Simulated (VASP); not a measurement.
# Ge: relaxation of cell and atoms with r2SCAN

The system is Ge.

```
CELL_PARAMETERS angstrom
2.82891 2.82891 0.00000
-2.82891 2.82891 0.00000
0.00000 2.82891 2.82891
ATOMIC_POSITIONS crystal
Ge 0.50000 0.50000 0.00000
Ge 0.75000 0.25000 0.50000
```

```json
{"Program": "VASP 6.6.1", "Task": "relaxation of cell and atoms", "Functional": "r2SCAN", "Potentials or basis": "VASP PAW PBE potentials, release 64 (Ge_d)", "Cutoff": "600 eV", "k mesh": "12 × 12 × 12", "Occupations": "fermi-dirac, width 0.1 eV", "Spin": "no spin polarisation", "Dipole correction": "no", "Further INCAR settings": "ALGO = Normal; EDIFF = 1e-07; IBRION = 2; EDIFFG = -0.002; NSW = 100; ISIF = 3"}
```

The relaxed volume is 22.89 Å³/atom, the relaxed cell is a = 4.015 Å, b = 4.015 Å, c = 4.015 Å, α = 60.00°, β = 60.00°, γ = 90.00° and the space group after relaxing (to 0.05 Å) is Fd-3m (No. 227). The energy gained by relaxing is 0.6 meV/atom. The ionic steps are 4. The pressure after relaxing is 0.0 GPa. The band gap on the k mesh is 0.30 eV, direct.

The path:
```tsv
step	energy change (eV)	largest force (eV/Å)	pressure (GPa)	volume (Å³)
1	0.0000	0.0000	0.79	45.28
2	-0.0009	0.0000	-0.33	46.01
3	-0.0012	0.0000	0.02	45.76
4	-0.0012	0.0000	0.00	45.78
```

Final structure:
```
Ge
1.0
     2.83932    2.83932    0.00000
    -2.83932    2.83932    0.00000
     0.00000    2.83932    2.83932
Ge
2
Direct
  0.50000 0.50000 0.00000
  0.75000 0.25000 0.50000
```

Levels at points of the mesh, in eV from the valence-band top:
```csv
k point,band 10,band 11,band 12,band 13,band 14,band 15,band 16,band 17,band 18
"(0.00, 0.00, 0.00)",-25.21,-13.22,0.00,0.00,0.00,0.30,2.71,2.71,2.71
"(0.50, 0.00, 0.00)",-25.19,-11.05,-7.81,-1.47,-1.47,0.41,3.99,3.99,7.65
"(0.50, 0.50, 0.00)",-25.17,-9.17,-9.17,-3.19,-3.19,0.99,0.99,10.01,10.01
```

It took 12 min on 1 thread of Intel(R) Xeon(R) Platinum 8375C CPU @ 2.90GHz (Ice Lake) (shared host), peak memory 0.23 GiB.

Caveat: the PAW data sets were made with another functional, which shifts forces and pressure a little. Zero-point motion and thermal expansion aren't in these numbers.
